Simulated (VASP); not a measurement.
# Ta (Im-3m) in VASP: further runs

The runs below take Ta through single point, with b88 exchange, pbe correlation.

All numbers are computed with VASP 6.6.1; they aren't measurements. Logs are shortened: lines on timing, memory, paths and dates and some standing lists are left out, and cuts for length are marked.

## 1. The cell of the first run

It takes space group Im-3m (No. 229, cubic). The conventional cell has a = 3.303 Å, b = 3.303 Å, c = 3.303 Å, α = 90.00°, β = 90.00°, γ = 90.00°. Ta (site symmetry m-3m) has 14 Ta at 2.86 to 3.30 Å within 3.8 Å.

## 2. Single point, b88 exchange, pbe correlation, collinear spin

INCAR

```
ALGO = Normal
EDIFF = 1E-6
ENCUT = 500
GGA = LIBXC
GGA_COMPAT = False
ISIF = 2
ISMEAR = -5
ISPIN = 2
LASPH = True
LCHARG = False
LIBXC1 = GGA_X_B88
LIBXC2 = GGA_C_PBE
LMAXMIX = 4
LORBIT = 11
LREAL = False
LWAVE = False
MAGMOM = 0.5
NBANDS = 16
NELM = 200
PREC = Accurate
SIGMA = 0.05
```

KPOINTS

```
k-points
0
Gamma
  11 11 11
```

POSCAR

```
Ta
1.0
   -1.6512800000      1.6512800000      1.6512800000
    1.6512800000     -1.6512800000      1.6512800000
    1.6512800000      1.6512800000     -1.6512800000
Ta
1
Direct
    0.0000000000      0.0000000000      0.0000000000
```

Potentials or basis: VASP PAW PBE potentials, release 64 (Ta_pv).

Run with:

```console
> cat potpaw_PBE.64/Ta_pv/POTCAR > POTCAR
> mpirun -np 1 vasp_std > vasp.out
```

OUTCAR:

```text
EDIFF = 1E-6
   ENCUT = 500
   GGA = LIBXC
   ISIF = 2
   ISMEAR = -5
   ISPIN = 2
   LASPH = True
   LORBIT = 11
   LREAL = False
   NELM = 200
   PREC = Accurate

 ion  position               nearest neighbor table
   1  0.000  0.000  0.000-

  LATTYP: Found a body centered cubic cell.
 ALAT       =     3.3025600000

  Lattice vectors:

 A1 = (  -1.6512800000,   1.6512800000,   1.6512800000)
 A2 = (   1.6512800000,  -1.6512800000,   1.6512800000)
 A3 = (   1.6512800000,   1.6512800000,  -1.6512800000)

Analysis of symmetry for initial positions (statically):
=====================================================================
 Subroutine PRICEL returns:
 Original cell was already a primitive cell.

 Routine SETGRP: Setting up the symmetry group for a
 body centered cubic supercell.

 Subroutine GETGRP returns: Found 48 space group operations
 (whereof 48 operations were pure point group operations)
 out of a pool of 48 trial point group operations.

The static configuration has the point symmetry O_h .

Analysis of symmetry for dynamics (positions and initial velocities):
=====================================================================
 Subroutine PRICEL returns:
 Original cell was already a primitive cell.

 Routine SETGRP: Setting up the symmetry group for a
 body centered cubic supercell.

 Subroutine GETGRP returns: Found 48 space group operations
 (whereof 48 operations were pure point group operations)
 out of a pool of 48 trial point group operations.

The dynamic configuration has the point symmetry O_h .

Analysis of structural, dynamic, and magnetic symmetry:
=====================================================================
 Subroutine PRICEL returns:
 Original cell was already a primitive cell.

 Routine SETGRP: Setting up the symmetry group for a
 body centered cubic supercell.

 Subroutine GETGRP returns: Found 48 space group operations
 (whereof 48 operations were pure point group operations)
 out of a pool of 48 trial point group operations.

The overall configuration has the point symmetry O_h .

 Subroutine INISYM returns: Found 48 space group operations
 (whereof 48 operations are pure point group operations),
 and found     1 'primitive' translations

----------------------------------------------------------------------------------------

                                     Primitive cell

  volume of cell :      18.0104

  direct lattice vectors                    reciprocal lattice vectors
    -1.651280000  1.651280000  1.651280000     0.000000000  0.302795407  0.302795407
     1.651280000 -1.651280000  1.651280000     0.302795407  0.000000000  0.302795407
     1.651280000  1.651280000 -1.651280000     0.302795407  0.302795407  0.000000000

  length of vectors
     2.860100858  2.860100858  2.860100858     0.428217371  0.428217371  0.428217371

  position of ions in fractional coordinates (direct lattice)
     0.000000000  0.000000000  0.000000000

  ion indices of the primitive-cell ions
   primitive index   ion index
                 1           1

----------------------------------------------------------------------------------------

 KPOINTS: k-points

Automatic generation of k-mesh.
 Grid dimensions read from file:
 generate k-points for:   11   11   11

 Generating k-lattice:

  Cartesian coordinates                     Fractional coordinates (reciprocal lattice)
     0.000000000  0.027526855  0.027526855     0.090909091  0.000000000  0.000000000
     0.027526855  0.000000000  0.027526855     0.000000000  0.090909091  0.000000000
     0.027526855  0.027526855  0.000000000     0.000000000  0.000000000  0.090909091

  Length of vectors
     0.038928852  0.038928852  0.038928852

  Shift w.r.t. Gamma in fractional coordinates (k-lattice)
     0.000000000  0.000000000  0.000000000

 TETIRR: Found   1471 inequivalent tetrahedra from     7986

 Subroutine IBZKPT returns following result:
 ===========================================

 Found     56 irreducible k-points:

 Following reciprocal coordinates:
            Coordinates               Weight
  0.000000  0.000000  0.000000      1.000000
  0.090909  0.000000  0.000000     12.000000
  0.181818  0.000000  0.000000     12.000000
  0.272727  0.000000  0.000000     12.000000
  0.363636  0.000000  0.000000     12.000000
  0.454545  0.000000  0.000000     12.000000
[... 16 lines left out ...]
  0.272727  0.181818  0.090909     48.000000
  0.363636  0.181818  0.090909     24.000000
 [... further k-points ...]
   k-points           NKPTS =     56   k-points in BZ     NKDIM =     56   number of bands    NBANDS=     16
   number of dos      NEDOS =    301   number of ions     NIONS =      1
   total plane-waves  NPLWV =  13824
   dimension x,y,z NGX =    24 NGY =   24 NGZ =   24
   dimension x,y,z NGXF=    48 NGYF=   48 NGZF=   48
   ions per type =               1
   NGX,Y,Z   is equivalent  to a cutoff of  13.95, 13.95, 13.95 a.u.
   NGXF,Y,Z  is equivalent  to a cutoff of  27.90, 27.90, 27.90 a.u.
 SYSTEM =  unknown system
   PREC   = accura    normal or accurate (medium, high low for compatibility)
   ISTART =      0    job   : 0-new  1-cont  2-samecut
   ICHARG =      2    charge: 1-file 2-atom 10-const
   ISPIN  =      2    spin polarized calculation?
   LNONCOLLINEAR =      F non collinear calculations
   LSORBIT =      F    spin-orbit coupling
   LASPH  =      T    aspherical Exc in radial PAW
   ENCUT  =  500.0 eV  36.75 Ry    6.06 a.u.   5.21  5.21  5.21*2*pi/ulx,y,z
   NELM   =    200;   NELMIN=  2; NELMDL= -5     # of ELM steps
   EDIFF  = 0.1E-05   stopping-criterion for ELM
   LREAL  =      F    real-space projection
   EDIFFG = 0.1E-04   stopping-criterion for IOM
   NSW    =      0    number of steps for IOM
   IBRION =     -1    ionic relax: 0-MD 1-quasi-New 2-CG
   NFREE  =      0    steps in history (QN), initial steepest desc. (CG)
   ISIF   =      2    stress and relaxation
   ISYM   =      2    0-nonsym 1-usesym 2-fastsym
   POTIM  = 0.5000    time-step for ionic-motion
   TEBEG  =    0.0;   TEEND  =   0.0 temperature during run
   PSTRESS=    0.0 pullay stress
   NELECT =      11.0000    total number of electrons
   NUPDOWN=      -1.0000    fix difference up-down
   EMIN   =  10.00;   EMAX   =-10.00  energy-range for DOS
   EFERMI =   0.00;   METHOD = LEGACY
   ISMEAR =    -5;   SIGMA  =   0.05  broadening in eV -4-tet -1-fermi 0-gaus
   EFERMI_NEDOS =   21; number of points for ismear=-14 and -15
   IALGO  =     38    algorithm
   IMIX   =      4    mixing-type and parameters
     AMIX     =   0.40;   BMIX     =  1.00
     AMIX_MAG =   1.60;   BMIX_MAG =  1.00
  volume/ion in A,a.u.               =      18.01       121.54
  Fermi-wavevector in a.u.,A,eV,Ry     =   1.388988  2.624806 26.249534  1.929286
  Thomas-Fermi vector in A             =   2.513061
   LORBIT       =     11    0 simple, 1 ext, 2 COOP (PROOUT), +10 PAW based schemes
   GGA     = LIBXC    functional components
   LHFCALC =     F    Hartree Fock is set to
   AEXX    =    0.0000 exact exchange contribution
   IVDW    =     0    specifies the selected vdW correction
   LEPSILON=     F    determine dielectric tensor
   LRPA    =     F    only Hartree local field effects (RPA)
 spin polarized calculation
 Fermi weights with tetrahedron method with Bloechl corrections
  energy-cutoff  :      500.00
  volume of cell :       18.01
 maximum number of plane-waves:       470
 NGX is ok and might be reduce to    24
   NGX = 11   NGY = 11   NGZ = 11

 number of electron      11.0000002 magnetization       0.0001940

 number of electron      11.0000002 magnetization      -0.0000708

 Free energy of the ion-electron system (eV)
  ---------------------------------------------------
  ext. energy  EPLUGINS =         0.00000000
  ---------------------------------------------------
  free energy    TOTEN  =       -11.68201019 eV

  energy without entropy =      -11.68201019  energy(sigma->0) =      -11.68201019

 E-fermi :   5.4444     XC(G=0): -12.6313

 val. band max:        5.5590371900   @ k =   0.3636   0.1818   0.0000
 cond. band min:       5.5558656472   @ k =  -0.1818   0.2727   0.0909
 fundamental gap:     -0.0031715428
 Fermi energy:         5.4443868070

 spin component 1

 k-point     1 :       0.0000    0.0000    0.0000
  band No.  band energies     occupation
      1     -27.6554      1.00000
      2     -27.6554      1.00000
      3     -27.6554      1.00000
      4      -2.4491      1.00000
      5       6.1565      0.00000
      6       6.1565      0.00000
[... 8 lines left out ...]
     15      31.6082      0.00000
     16      34.2462      0.00000
[... 419 lines left out ...]
 k-point    24 :       0.3636    0.1818    0.0909
  band No.  band energies     occupation
      1     -28.6216      1.00000
      2     -28.1887      1.00000
      3     -27.8475      1.00000
      4       2.6205      1.00000
      5       3.8582      1.00000
      6       5.4889      0.69180
[... 8 lines left out ...]
     15      29.1258      0.00000
     16      32.7240      0.00000

 [... further k-points ...]

 spin component 2

 k-point     1 :       0.0000    0.0000    0.0000
  band No.  band energies     occupation
      1     -27.6554      1.00000
      2     -27.6554      1.00000
      3     -27.6554      1.00000
      4      -2.4491      1.00000
      5       6.1564      0.00000
      6       6.1564      0.00000
[... 8 lines left out ...]
     15      31.6082      0.00000
     16      34.2461      0.00000
[... 419 lines left out ...]
 k-point    24 :       0.3636    0.1818    0.0909
  band No.  band energies     occupation
      1     -28.6216      1.00000
      2     -28.1887      1.00000
      3     -27.8475      1.00000
      4       2.6205      1.00000
      5       3.8581      1.00000
      6       5.4889      0.69185
[... 8 lines left out ...]
     15      29.1257      0.00000
     16      32.7240      0.00000

 [... further k-points ...]

------------------------ aborting loop because EDIFF is reached ----------------------------------------

  FORCE on cell =-STRESS in cart. coord.  units (eV):
  Direction    XX          YY          ZZ          XY          YZ          ZX
  --------------------------------------------------------------------------------------
  -------------------------------------------------------------------------------------
  Total        0.2975528      0.2975528      0.2975528      0.0000000      0.0000000     -0.0000000
  in kB       26.4699093     26.4699093     26.4699093      0.0000000      0.0000000     -0.0000000
  external PRESSURE =      26.4699093 kB  Pullay stress =       0.0000000 kB

 VOLUME and BASIS-vectors are now :
 -----------------------------------------------------------------------------
  energy-cutoff  :      500.00
  volume of cell :       18.01
      direct lattice vectors                 reciprocal lattice vectors
    -1.651280000  1.651280000  1.651280000     0.000000000  0.302795407  0.302795407
     1.651280000 -1.651280000  1.651280000     0.302795407  0.000000000  0.302795407
     1.651280000  1.651280000 -1.651280000     0.302795407  0.302795407  0.000000000

 POSITION                                       TOTAL-FORCE (eV/Angst)
 -----------------------------------------------------------------------------------
      0.00000      0.00000      0.00000         0.000000      0.000000      0.000000
 -----------------------------------------------------------------------------------
    total drift:                               -0.000000      0.000000      0.000000

  FREE ENERGIE OF THE ION-ELECTRON SYSTEM (eV)
  ---------------------------------------------------
  free  energy   TOTEN  =       -11.6820101886 eV

  energy  without entropy=      -11.6820101886  energy(sigma->0) =      -11.68201019

 total charge

# of ion       s       p       d       tot
------------------------------------------
    1        0.371   6.169   2.402   8.942

 magnetization (x)

# of ion       s       p       d       tot
------------------------------------------
    1       -0.000  -0.000  -0.000  -0.000
```

Wall time 34 s (1 thread of AMD EPYC 7R43 (Zen 3), shared host); peak memory 0.13 GiB.

Results:

```
Free energy                                           : -11.6820 eV
Pressure                                              : 2.6 GPa
Net moment                                            : 0.00 μB per cell
Valence electrons inside the program's atomic spheres : Ta 8.94
```

Caveat: the PAW data sets were made with another functional, which shifts forces and pressure a little; spin-orbit coupling is left out, which moves the levels of the heavy elements; tetrahedron occupations give inexact forces and stress in metals.

(Part 1 of 2 ends here.)
